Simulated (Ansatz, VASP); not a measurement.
# Two plane-wave programs on Te2Mo

```
Te Mo
1.0
     3.49321    0.00000    0.00000
    -1.74660    3.02521    0.00000
     0.00000    0.00000   37.51612
Te Mo
8 4
Direct
  0.44189 0.74614 0.86751
  0.33333 0.66667 0.23184
  0.66667 0.33333 0.67200
  0.66667 0.33333 0.04531
  0.66667 0.33333 0.76816
  0.66667 0.33333 0.14156
  0.33333 0.66667 0.95469
  0.33333 0.66667 0.32800
  0.33333 0.66667 0.72002
  0.33333 0.66667 0.09343
  0.66667 0.33333 0.90657
  0.66667 0.33333 0.27998
```

Alike in both runs: task single point; functional PBEsol; k mesh 9 × 9 × 1; occupations gaussian, width 0.05 eV; no spin polarisation.

```csv
,VASP,Ansatz
version,VASP 6.6.1,Ansatz 0.2.0
potentials or method,"VASP PAW PBE potentials, release 64 (Te, Mo_sv), cutoff 520 eV","scalar-relativistic, plane waves, PAW"
valence electrons in the cell,104,184
```

|  | VASP | Ansatz | Ansatz less VASP |
| --- | --- | --- | --- |
| gap on the k mesh at the Fermi level (eV) | none | none | - |
| rms of the force components (eV/Å) | 1.931 | 1.929 | -0.0011 |

VASP's potentials were made for PBE, not for PBEsol, and Ansatz warns of the same on its side. Atom by atom the forces differ by 0.015 eV/Å (rms over components). A gap of «none» marks a metal or a gap that the smearing closes. VASP's potentials hold 104 valence electrons a cell and Ansatz's 184, so a difference there can come from the potentials and not from the codes. Ansatz's warnings: xc potential rough in thin density.

Neither program's run includes spin-orbit coupling.
